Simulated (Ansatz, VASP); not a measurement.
**One calculation of GaGe, two programs**

The input INCAR:

```
PREC     = Accurate       # precision mode
ENCUT    = 600            # plane-wave cutoff, eV
EDIFF    = 1E-6           # SCF threshold, eV
ISMEAR   = 0              # smearing method
SIGMA    = 0.1            # smearing width, eV
LREAL    = F              # projectors in reciprocal space
LASPH    = T              # aspherical terms in the spheres
NELM     = 80             # most SCF steps
ALGO     = Normal         # electronic algorithm
ISIF     = 3              # what is computed and relaxed
LWAVE    = F              # write WAVECAR
LCHARG   = F              # write CHGCAR
GGA      = PE             # functional
IBRION   = 2              # ionic algorithm
NSW      = 100            # ionic steps
EDIFFG   = -0.01          # ionic threshold
```

File KPOINTS:

```
regular mesh
0
Gamma
  16 16 16
```

File POSCAR:

```
GaGe
1.0
    0.0000000000      2.8978440000      2.8978440000
    2.8978440000      0.0000000000      2.8978440000
    2.8978440000      2.8978440000      0.0000000000
Ga Ge
1 1
Direct
    0.7500000000      0.7500000000      0.7500000000
    0.0000000000      0.0000000000      0.0000000000
```

Input for Ansatz:

```yaml
crystal:
  lattice:
    - [0.0, 2.897844, 2.897844]
    - [2.897844, 0.0, 2.897844]
    - [2.897844, 2.897844, 0.0]
  atoms:
    - { symbol: Ga, position: [0.75, 0.75, 0.75] }
    - { symbol: Ge, position: [0.0, 0.0, 0.0] }
basis:
  ecutwfc: 420
kpoints:
  mp_grid: { grid: [16, 16, 16] }
hamiltonian:
  xc: pbe
scf:
  occupations: { method: gaussian, width: 0.1 }
output:
  forces: true
  stress: true
  eigenvalues: true
relax:
  adjacent_minimum: "off"
  f_tol: 0.01
  max_steps: 80
  cell: { stress_tol: 0.05 }
```

Alike in both runs: task relaxation of cell and atoms; functional PBE; k mesh 16 × 16 × 16; occupations gaussian, width 0.1 eV; no spin polarisation.

|  | VASP | Ansatz |
| --- | --- | --- |
| version | VASP 6.6.1 | Ansatz 0.2.0 |
| potentials or method | VASP PAW PBE potentials, release 64 (Ga_d, Ge_d), cutoff 600 eV | scalar-relativistic, plane waves, PAW |
| valence electrons in the cell | 27 | 27 |

Ansatz gave:

- gap on the k mesh at the Fermi level, each at its own relaxed structure (eV): none
- relaxed volume (Å³/atom): 24.37
- relaxed cell length with the largest relative difference (Å): 4.100

**Question.** Which values does VASP return?

**Answer.** gap on the k mesh at the Fermi level, each at its own relaxed structure (eV): none; relaxed volume (Å³/atom): 24.41; relaxed cell length with the largest relative difference (Å): 4.102.

A gap of «none» marks a metal or a gap that the smearing closes.
